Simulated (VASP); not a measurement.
# SnO2 (P4_2/mnm) in VASP: a series of runs, part 2 of 2

VASP 6.6.1. Earlier steps stand in the parts before.

## (4) Single point, PBE

This run uses another cell than the first one, of 12.57 Å³/atom.

INCAR

```
  PREC = Accurate
  ENCUT = 520
  EDIFF = 1E-6
  ISMEAR = 0
  SIGMA = 0.01
  LREAL = False
  LASPH = True
  NELM = 60
  ALGO = Normal
  ISIF = 2
  LWAVE = False
  LCHARG = False
  GGA = PE
  NBANDS = 35
```

KPOINTS

```
regular mesh
0
Gamma
  4 4 6
```

POSCAR

```
SnO2
1.0
    4.8269435948      0.0000000000      0.0000000000
    0.0000000000      4.8269435948      0.0000000000
    0.0000000000      0.0000000000      3.2382199335
Sn O
2 4
Direct
    0.0000000000      0.0000000000      0.0000000000
    0.5000000000      0.5000000000      0.5000000000
    0.3065716164      0.3065716164      0.0000000000
    0.1934283836      0.8065716164      0.5000000000
    0.6934283836      0.6934283836      0.0000000000
    0.8065716164      0.1934283836      0.5000000000
```

Potentials or basis: VASP PAW PBE potentials, release 64 (Sn_d, O).

On the command line:

```bash
$ cat potpaw_PBE.64/Sn_d/POTCAR potpaw_PBE.64/O/POTCAR > POTCAR
$ mpirun -np 1 vasp_std > vasp.out
```

OUTCAR:

```text
PREC = Accurate
   ENCUT = 520
   EDIFF = 1E-6
   ISMEAR = 0
   LREAL = False
   LASPH = True
   NELM = 60
   ISIF = 2
   GGA = PE

 ion  position               nearest neighbor table
   1  0.000  0.000  0.000-   4 2.09   6 2.09   4 2.09   6 2.09   5 2.09   3 2.09
   2  0.500  0.500  0.500-   3 2.09   5 2.09   3 2.09   5 2.09   4 2.09   6 2.09
   3  0.307  0.307  0.000-   2 2.09   2 2.09   1 2.09
   4  0.193  0.807  0.500-   1 2.09   1 2.09   2 2.09
   5  0.693  0.693  0.000-   2 2.09   2 2.09   1 2.09
   6  0.807  0.193  0.500-   1 2.09   1 2.09   2 2.09
[... 1119 lines left out ...]
  -------------------------------------------------------------------------------------
  Total        0.2482724      0.2482724      0.3670273      0.0000000      0.0000000      0.0000000
  in kB        5.2721556      5.2721556      7.7939607      0.0000000      0.0000000      0.0000000
  external PRESSURE =       6.1127573 kB  Pullay stress =       0.0000000 kB

 VOLUME and BASIS-vectors are now :
 -----------------------------------------------------------------------------
  energy-cutoff  :      520.00
  volume of cell :       75.45
      direct lattice vectors                 reciprocal lattice vectors
     4.826943595  0.000000000  0.000000000     0.207170434  0.000000000  0.000000000
     0.000000000  4.826943595  0.000000000     0.000000000  0.207170434  0.000000000
     0.000000000  0.000000000  3.238219933     0.000000000  0.000000000  0.308811637

 POSITION                                       TOTAL-FORCE (eV/Angst)
 -----------------------------------------------------------------------------------
      0.00000      0.00000      0.00000         0.000000      0.000000      0.000000
      2.41347      2.41347      1.61911         0.000000      0.000000      0.000000
      1.47980      1.47980      0.00000        -0.010797     -0.010797     -0.000000
      0.93367      3.89328      1.61911         0.010797     -0.010797     -0.000000
      3.34714      3.34714      0.00000         0.010797      0.010797      0.000000
      3.89328      0.93367      1.61911        -0.010797      0.010797      0.000000
 -----------------------------------------------------------------------------------
    total drift:                                0.000000      0.000000      0.000000

  FREE ENERGIE OF THE ION-ELECTRON SYSTEM (eV)
  ---------------------------------------------------
  free  energy   TOTEN  =       -37.3092841717 eV

  energy  without entropy=      -37.3092841717  energy(sigma->0) =      -37.30928417
```

OSZICAR:

```text
N       E                     dE             d eps       ncg     rms          rms(c)
DAV:   1     0.636811412261E+03    0.63681E+03   -0.25481E+04  1856   0.229E+03
DAV:   2     0.613254940462E+02   -0.57549E+03   -0.54165E+03  1784   0.605E+02
DAV:   3    -0.379316404604E+02   -0.99257E+02   -0.97510E+02  1802   0.209E+02
DAV:   4    -0.433056046605E+02   -0.53740E+01   -0.53278E+01  2106   0.524E+01
DAV:   5    -0.434459708814E+02   -0.14037E+00   -0.14016E+00  2081   0.903E+00    0.156E+01
DAV:   6    -0.372381898350E+02    0.62078E+01   -0.17657E+01  2618   0.639E+01    0.605E+00
DAV:   7    -0.373399986719E+02   -0.10181E+00   -0.19899E+00  1898   0.783E+00    0.317E+00
DAV:   8    -0.373161353925E+02    0.23863E-01   -0.18326E-01  2532   0.382E+00    0.739E-01
DAV:   9    -0.373083927986E+02    0.77426E-02   -0.34437E-02  2738   0.277E+00    0.128E-01
DAV:  10    -0.373092041875E+02   -0.81139E-03   -0.42349E-03  2152   0.557E-01    0.460E-02
DAV:  11    -0.373092861206E+02   -0.81933E-04   -0.19038E-04  2509   0.115E-01    0.195E-02
DAV:  12    -0.373092869475E+02   -0.82690E-06   -0.12290E-05  2557   0.263E-02    0.127E-02
DAV:  13    -0.373092839475E+02    0.30000E-05   -0.84048E-06  2033   0.371E-02    0.243E-03
DAV:  14    -0.373092841717E+02   -0.22423E-06   -0.57095E-07  1026   0.555E-03
   1 F= -.37309284E+02 E0= -.37309284E+02  d E =-.955302E-20
```

It took 83 s on 1 thread of AMD EPYC 7R13, shared host; peak memory 0.17 GiB.

Results:

```yaml
Free_energy: -37.3093 eV
Pressure: 0.6 GPa
Largest_force: 0.015 eV/Å
Band_gap_on_the_k_mesh: 0.67 eV
```

Forces in eV/Å, atoms in the order of the input:
```
Sn   0.000  0.000  0.000
Sn   0.000  0.000  0.000
O   -0.011 -0.011  0.000
O    0.011 -0.011  0.000
O    0.011  0.011  0.000
O   -0.011  0.011  0.000
```

Stress tensor (GPa, compression positive):
```
0.53 0.00 0.00
0.00 0.53 0.00
0.00 0.00 0.78
```

Levels at points of the mesh, in eV from the valence-band top:
| k point | band 22 | band 23 | band 24 | band 25 | band 26 | band 27 | band 28 | band 29 | band 30 | band 31 |
| --- | --- | --- | --- | --- | --- | --- | --- | --- | --- | --- |
| (0.00, 0.00, 0.00) | -1.26 | -1.26 | -0.74 | -0.74 | 0.00 | 0.67 | 5.69 | 6.06 | 6.06 | 10.12 |
| (0.50, 0.00, 0.00) | -1.90 | -1.21 | -1.21 | -0.61 | -0.61 | 3.88 | 3.88 | 6.80 | 6.80 | 10.40 |
| (0.50, 0.50, 0.00) | -1.87 | -1.33 | -1.33 | -0.85 | -0.85 | 4.27 | 4.27 | 7.15 | 7.15 | 10.48 |
| (0.00, 0.00, 0.50) | -2.58 | -1.53 | -1.53 | -1.18 | -1.18 | 5.59 | 5.59 | 9.36 | 9.36 | 10.31 |
| (0.50, 0.00, 0.50) | -1.66 | -1.02 | -1.02 | -0.75 | -0.75 | 5.85 | 5.85 | 7.61 | 7.61 | 10.57 |
| (0.50, 0.50, 0.50) | -2.43 | -0.92 | -0.92 | -0.78 | -0.78 | 4.35 | 4.35 | 8.61 | 8.61 | 10.57 |

Caveat: semilocal functionals underestimate gaps, and a narrow one can read as zero; spin-orbit coupling is left out, which moves the levels of the heavy elements.

## (5) Single point, PBE (12.95 Å³/atom)

This run uses another cell than the first one, of 12.95 Å³/atom.

INCAR

```
PREC     = Accurate       # precision mode
ENCUT    = 520            # plane-wave cutoff, eV
EDIFF    = 1E-7           # SCF threshold, eV
ISMEAR   = 0              # smearing method
SIGMA    = 0.01           # smearing width, eV
LREAL    = False          # projectors in reciprocal space
LASPH    = True           # aspherical terms in the spheres
NELM     = 100            # most SCF steps
ALGO     = Normal         # electronic algorithm
ISIF     = 2              # what is computed and relaxed
LWAVE    = False          # write WAVECAR
LCHARG   = False          # write CHGCAR
GGA      = PE             # functional
NBANDS   = 35             # bands
```

KPOINTS is that of step 4.

Edit POSCAR of step 4 so:

```diff
@@ -2,5 +2,5 @@
 1.0
-    4.8269435948      0.0000000000      0.0000000000
-    0.0000000000      4.8269435948      0.0000000000
-    0.0000000000      0.0000000000      3.2382199335
+    4.8747382239      0.0000000000      0.0000000000
+    0.0000000000      4.8747382239      0.0000000000
+    0.0000000000      0.0000000000      3.2702836023
 Sn O
```

On the command line:

```bash
$ cat potpaw_PBE.64/Sn_d/POTCAR potpaw_PBE.64/O/POTCAR > POTCAR
$ mpirun -np 1 vasp_std > vasp.out
```

It took 1.7 min on 1 thread of AMD EPYC 7R13, shared host; peak memory 0.18 GiB.

Results (log left out):

- Free energy: -37.2842 eV
- Pressure: -4.5 GPa
- Largest force: 0.085 eV/Å
- Band gap on the k mesh: 0.36 eV

Forces in eV/Å, atoms in the order of the input:
```
Sn   0.000  0.000  0.000
Sn   0.000  0.000  0.000
O    0.060  0.060  0.000
O   -0.060  0.060  0.000
O   -0.060 -0.060  0.000
O    0.060 -0.060  0.000
```

Stress tensor (GPa, compression positive):
```
-4.02  0.00  0.00
 0.00 -4.02  0.00
 0.00  0.00 -5.33
```

Levels at points of the mesh, in eV from the valence-band top:
```csv
k point,band 22,band 23,band 24,band 25,band 26,band 27,band 28,band 29,band 30,band 31
"(0.00, 0.00, 0.00)",-1.27,-1.27,-0.72,-0.72,0.00,0.36,5.41,5.90,5.90,9.85
"(0.50, 0.00, 0.00)",-1.85,-1.21,-1.21,-0.59,-0.59,3.58,3.58,6.64,6.64,10.09
"(0.50, 0.50, 0.00)",-1.82,-1.33,-1.33,-0.82,-0.82,3.96,3.96,6.94,6.94,10.20
"(0.00, 0.00, 0.50)",-2.55,-1.46,-1.46,-1.14,-1.14,5.25,5.25,9.14,9.14,10.07
"(0.50, 0.00, 0.50)",-1.63,-0.97,-0.97,-0.77,-0.77,5.51,5.51,7.36,7.36,10.30
"(0.50, 0.50, 0.50)",-2.43,-0.89,-0.89,-0.75,-0.75,4.06,4.06,8.45,8.45,10.29
```

Caveat: the cell stands under tension; semilocal functionals underestimate gaps, and a narrow one can read as zero; spin-orbit coupling is left out, which moves the levels of the heavy elements.

## (6) Single point, PBE (13.33 Å³/atom)

This run uses another cell than the first one, of 13.33 Å³/atom.

INCAR

```
SYSTEM = SnO2
PREC = Accurate
ENCUT = 520
EDIFF = 1E-6
ISMEAR = 0
SIGMA = 0.01
LREAL = .False.
LASPH = .True.
NELM = 80
ALGO = Normal
ISIF = 2
LWAVE = .False.
LCHARG = .False.
GGA = PE
NBANDS = 35
```

KPOINTS

```
Automatic mesh
0
Gamma
  4 4 6
  0 0 0
```

Edit POSCAR of step 5 so:

```diff
@@ -2,5 +2,5 @@
 1.0
-    4.8747382239      0.0000000000      0.0000000000
-    0.0000000000      4.8747382239      0.0000000000
-    0.0000000000      0.0000000000      3.2702836023
+    4.9216135824      0.0000000000      0.0000000000
+    0.0000000000      4.9216135824      0.0000000000
+    0.0000000000      0.0000000000      3.3017305660
 Sn O
```

Potentials or basis: VASP PAW PBE potentials, release 64 (Sn_d, O).

On the command line:

```bash
$ cat potpaw_PBE.64/Sn_d/POTCAR potpaw_PBE.64/O/POTCAR > POTCAR
$ mpirun -np 1 vasp_std > vasp.out
```

It took 2.2 min on 1 thread of AMD EPYC 7R13, shared host; peak memory 0.19 GiB.

The run converged. Its results:

* Free energy: -37.1934 eV
* Pressure: -8.7 GPa
* Largest force: 0.174 eV/Å
* Band gap on the k mesh: 0.07 eV

Forces in eV/Å, atoms in the order of the input:
```
Sn   0.000  0.000  0.000
Sn   0.000  0.000  0.000
O    0.123  0.123  0.000
O   -0.123  0.123  0.000
O   -0.123 -0.123  0.000
O    0.123 -0.123  0.000
```

Stress tensor (GPa, compression positive):
```
 -7.80   0.00   0.00
  0.00  -7.80   0.00
  0.00   0.00 -10.45
```

Levels at points of the mesh, in eV from the valence-band top:
```
           k point  band 23  band 24  band 25  band 26  band 27  band 28  band 29  band 30
(0.00, 0.00, 0.00)    -1.27    -0.69    -0.69     0.00     0.07     5.15     5.74     5.74
(0.50, 0.00, 0.00)    -1.22    -1.22    -0.57    -0.57     3.31     3.31     6.47     6.47
(0.50, 0.50, 0.00)    -1.34    -1.34    -0.80    -0.80     3.68     3.68     6.74     6.74
(0.00, 0.00, 0.50)    -1.39    -1.39    -1.10    -1.10     4.94     4.94     8.92     8.92
(0.50, 0.00, 0.50)    -0.93    -0.93    -0.78    -0.78     5.19     5.19     7.13     7.13
(0.50, 0.50, 0.50)    -0.86    -0.86    -0.72    -0.72     3.80     3.80     8.29     8.29
```

Caveat: the cell stands under tension; semilocal functionals underestimate gaps, and a narrow one can read as zero; spin-orbit coupling is left out, which moves the levels of the heavy elements.

## (7) Summary

```csv
cell,gap on the mesh (eV),pressure (GPa),largest force (eV/Å)
"a = 4.728, b = 4.728, c = 3.172 Å, 6 atoms",1.37,13.8,0.25
"a = 4.778, b = 4.778, c = 3.206 Å, 6 atoms",1.01,6.6,0.13
"a = 4.827, b = 4.827, c = 3.238 Å, 6 atoms",0.67,0.6,0.02
"a = 4.875, b = 4.875, c = 3.270 Å, 6 atoms",0.36,-4.5,0.09
"a = 4.922, b = 4.922, c = 3.302 Å, 6 atoms",0.07,-8.7,0.17
```

Alike in all rows: task single point; level PBE; potentials or basis VASP PAW PBE potentials, release 64 (Sn_d, O); no spin polarisation; k mesh 4 × 4 × 6; cutoff (eV) 520; smearing gaussian 0.01 eV.

Caveats: spin-orbit coupling is left out, which moves the levels of the heavy elements; semilocal functionals underestimate gaps, and a narrow one can read as zero (at least some runs); the cell stands under pressure (at least some runs); the cell stands under tension (at least some runs).

Absolute energies hang on the potentials; compare differences alone.
